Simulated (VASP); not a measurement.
# InSb (P4/mmm) in VASP: a series of runs

The runs below take InSb through single point, with PBE.

Everything below comes from runs of VASP 6.6.1. Logs are shortened: lines on timing, memory, paths and dates and some standing lists are left out, and cuts for length are marked.

### 1 The cell of the first run

Symmetry: P4/mmm, No. 123, tetragonal system. Conventional cell: a = 3.314 Å, b = 3.314 Å, c = 5.356 Å, α = 90.00°, β = 90.00°, γ = 90.00°. Within 3.5 Å of In (site symmetry 4/mmm) lie 2 Sb at 2.68 Å and 4 In at 3.31 Å. Within 3.5 Å of Sb (site symmetry 4/mmm) lie 2 In at 2.68 Å and 4 Sb at 3.31 Å.

### 2 Single point, PBE

The input, INCAR:

```
  PREC = Accurate
  ENCUT = 520
  EDIFF = 1E-6
  ISMEAR = 0
  SIGMA = 0.15
  LREAL = False
  LASPH = True
  NELM = 80
  ALGO = Normal
  ISIF = 2
  LWAVE = False
  LCHARG = True
  GGA = PE
  LELF = True
  LVHAR = True
  NBANDS = 16
```

The input, KPOINTS:

```
Automatic mesh
0
Gamma
  18 18 10
```

The input, POSCAR:

```
InSb
1.0
    3.3142272078      0.0000000000      0.0000000000
    0.0000000000      3.3142272078      0.0000000000
    0.0000000000      0.0000000000      5.3563296731
In Sb
1 1
Direct
    0.0000000000      0.0000000000      0.0000000000
    0.0000000000      0.0000000000      0.5000000000
```

Potentials or basis: VASP PAW PBE potentials, release 64 (In_d, Sb).

Launch:

```console
cat potpaw_PBE.64/In_d/POTCAR potpaw_PBE.64/Sb/POTCAR > POTCAR
mpirun -np 1 vasp_std > vasp.out
```

OUTCAR:

```text
PREC = Accurate
   ENCUT = 520
   EDIFF = 1E-6
   ISMEAR = 0
   LREAL = False
   LASPH = True
   NELM = 80
   ISIF = 2
   GGA = PE

 ion  position               nearest neighbor table
   1  0.000  0.000  0.000-   2 2.68   2 2.68
   2  0.000  0.000  0.500-   1 2.68   1 2.68

  LATTYP: Found a simple tetragonal cell.
 ALAT       =     3.3142272078
 C/A-ratio  =     1.6161624829

  Lattice vectors:

 A1 = (   3.3142272078,   0.0000000000,   0.0000000000)
 A2 = (   0.0000000000,   3.3142272078,   0.0000000000)
 A3 = (   0.0000000000,   0.0000000000,   5.3563296731)

Analysis of symmetry for initial positions (statically):
=====================================================================
 Subroutine PRICEL returns:
 Original cell was already a primitive cell.

 Routine SETGRP: Setting up the symmetry group for a
 simple tetragonal supercell.

 Subroutine GETGRP returns: Found 16 space group operations
 (whereof 16 operations were pure point group operations)
 out of a pool of 16 trial point group operations.

The static configuration has the point symmetry D_4h.

Analysis of symmetry for dynamics (positions and initial velocities):
=====================================================================
 Subroutine PRICEL returns:
 Original cell was already a primitive cell.

 Routine SETGRP: Setting up the symmetry group for a
 simple tetragonal supercell.

 Subroutine GETGRP returns: Found 16 space group operations
 (whereof 16 operations were pure point group operations)
 out of a pool of 16 trial point group operations.

The dynamic configuration has the point symmetry D_4h.

 Subroutine INISYM returns: Found 16 space group operations
 (whereof 16 operations are pure point group operations),
 and found     1 'primitive' translations

----------------------------------------------------------------------------------------

                                     Primitive cell

  volume of cell :      58.8345

  direct lattice vectors                    reciprocal lattice vectors
     3.314227208  0.000000000  0.000000000     0.301729464  0.000000000  0.000000000
     0.000000000  3.314227208  0.000000000     0.000000000  0.301729464  0.000000000
     0.000000000  0.000000000  5.356329673     0.000000000  0.000000000  0.186695006

[... 74 lines left out ...]
   PREC   = accura    normal or accurate (medium, high low for compatibility)
   ISTART =      0    job   : 0-new  1-cont  2-samecut
   ICHARG =      2    charge: 1-file 2-atom 10-const
   ISPIN  =      1    spin polarized calculation?
   LNONCOLLINEAR =      F non collinear calculations
   LSORBIT =      F    spin-orbit coupling
   LASPH  =      T    aspherical Exc in radial PAW
   ENCUT  =  520.0 eV  38.22 Ry    6.18 a.u.   6.16  6.16  9.96*2*pi/ulx,y,z
   NELM   =     80;   NELMIN=  2; NELMDL= -5     # of ELM steps
   EDIFF  = 0.1E-05   stopping-criterion for ELM
   LREAL  =      F    real-space projection
   EDIFFG = 0.1E-04   stopping-criterion for IOM
   NSW    =      0    number of steps for IOM
   IBRION =     -1    ionic relax: 0-MD 1-quasi-New 2-CG
   NFREE  =      0    steps in history (QN), initial steepest desc. (CG)
   ISIF   =      2    stress and relaxation
   ISYM   =      2    0-nonsym 1-usesym 2-fastsym
   POTIM  = 0.5000    time-step for ionic-motion
   TEBEG  =    0.0;   TEEND  =   0.0 temperature during run
   PSTRESS=    0.0 pullay stress
   NELECT =      18.0000    total number of electrons
   NUPDOWN=      -1.0000    fix difference up-down
   EMIN   =  10.00;   EMAX   =-10.00  energy-range for DOS
   EFERMI =   0.00;   METHOD = LEGACY
   ISMEAR =     0;   SIGMA  =   0.15  broadening in eV -4-tet -1-fermi 0-gaus
   EFERMI_NEDOS =   21; number of points for ismear=-14 and -15
   IALGO  =     38    algorithm
   IMIX   =      4    mixing-type and parameters
     AMIX     =   0.40;   BMIX     =  1.00
     AMIX_MAG =   1.60;   BMIX_MAG =  1.00
  volume/ion in A,a.u.               =      29.42       198.52
  Fermi-wavevector in a.u.,A,eV,Ry     =   1.103117  2.084590 16.556493  1.216868
  Thomas-Fermi vector in A             =   2.239571
   LORBIT       =      0    0 simple, 1 ext, 2 COOP (PROOUT), +10 PAW based schemes
   GGA     = PE    functional components
   LHFCALC =     F    Hartree Fock is set to
   AEXX    =    0.0000 exact exchange contribution
   IVDW    =     0    specifies the selected vdW correction
   LEPSILON=     F    determine dielectric tensor
   LRPA    =     F    only Hartree local field effects (RPA)
 non-spin polarized calculation
 Gauss-broadening in eV      SIGMA  =   0.15
  energy-cutoff  :      520.00
  volume of cell :       58.83
 maximum number of plane-waves:      1612
 NGX is ok and might be reduce to    28
   NGX = 13   NGY = 13   NGZ = 19

 number of electron      18.0000010 magnetization

 Free energy of the ion-electron system (eV)
  ---------------------------------------------------
  ext. energy  EPLUGINS =         0.00000000
  ---------------------------------------------------
  free energy    TOTEN  =        -5.93419391 eV

  energy without entropy =       -5.92110123  energy(sigma->0) =       -5.92764757

 E-fermi :   6.7501     XC(G=0):  -9.6114

 val. band max:        6.7478394510   @ k =   0.1667   0.1667   0.1000
 cond. band min:       6.7600145617   @ k =   0.5000   0.3889   0.1000
 fundamental gap:      0.0121751107
 Fermi energy:         6.7500905301

 k-point     1 :       0.0000    0.0000    0.0000
  band No.  band energies     occupation
      1      -8.3596      2.00000
      2      -8.1849      2.00000
      3      -7.9253      2.00000
      4      -7.9253      2.00000
      5      -7.8181      2.00000
      6      -4.6365      2.00000
[... 433 lines left out ...]
      3      -7.9830      2.00000
      4      -7.9319      2.00000
      5      -7.9068      2.00000
      6      -3.2958      2.00000
[... 8 lines left out ...]
     15      16.2615      0.00000
     16      16.7383      0.00000

 [... further k-points ...]
[... 5 lines left out ...]
  --------------------------------------------------------------------------------------
  -------------------------------------------------------------------------------------
  Total       -1.3953549     -1.3953549      9.0680575      0.0000000      0.0000000     -0.0000000
  in kB      -37.9982347    -37.9982347    246.9408809      0.0000000      0.0000000     -0.0000000
  external PRESSURE =      56.9814705 kB  Pullay stress =       0.0000000 kB

 VOLUME and BASIS-vectors are now :
 -----------------------------------------------------------------------------
  energy-cutoff  :      520.00
  volume of cell :       58.83
      direct lattice vectors                 reciprocal lattice vectors
     3.314227208  0.000000000  0.000000000     0.301729464  0.000000000  0.000000000
     0.000000000  3.314227208  0.000000000     0.000000000  0.301729464  0.000000000
     0.000000000  0.000000000  5.356329673     0.000000000  0.000000000  0.186695006

 POSITION                                       TOTAL-FORCE (eV/Angst)
 -----------------------------------------------------------------------------------
      0.00000      0.00000      0.00000         0.000000      0.000000      0.000000
      0.00000      0.00000      2.67816         0.000000      0.000000      0.000000
 -----------------------------------------------------------------------------------
    total drift:                               -0.000000     -0.000000     -0.000000

  FREE ENERGIE OF THE ION-ELECTRON SYSTEM (eV)
  ---------------------------------------------------
  free  energy   TOTEN  =        -5.9341939125 eV

  energy  without entropy=       -5.9211012306  energy(sigma->0) =       -5.92764757
```

stdout:

```text
POSCAR found type information on POSCAR InSb
 POSCAR found :  2 types and       2 ions
 scaLAPACK will be used
 LDA part: xc-table for (Slater+PW92), standard interpolation
 POSCAR, INCAR and KPOINTS ok, starting setup
 FFT: planning ... GRIDC
 FFT: planning ... GRID_SOFT
 FFT: planning ... GRID
 WAVECAR not read
 entering main loop
```

Wall time 4.1 min (1 thread of Intel Xeon Platinum 8259CL at 2.50GHz (Skylake/Cascade Lake), shared host); peak memory 0.44 GiB.

What came out:

- Free energy: -5.9342 eV
- Pressure: 5.7 GPa
- Band gap on the k mesh: zero (band 9 reaches 9.56 eV, above the bottom of band 10 at 4.77 eV)

Caveat: spin-orbit coupling is left out, which moves the levels of the heavy elements.

(Continued in part 2 of 2.)
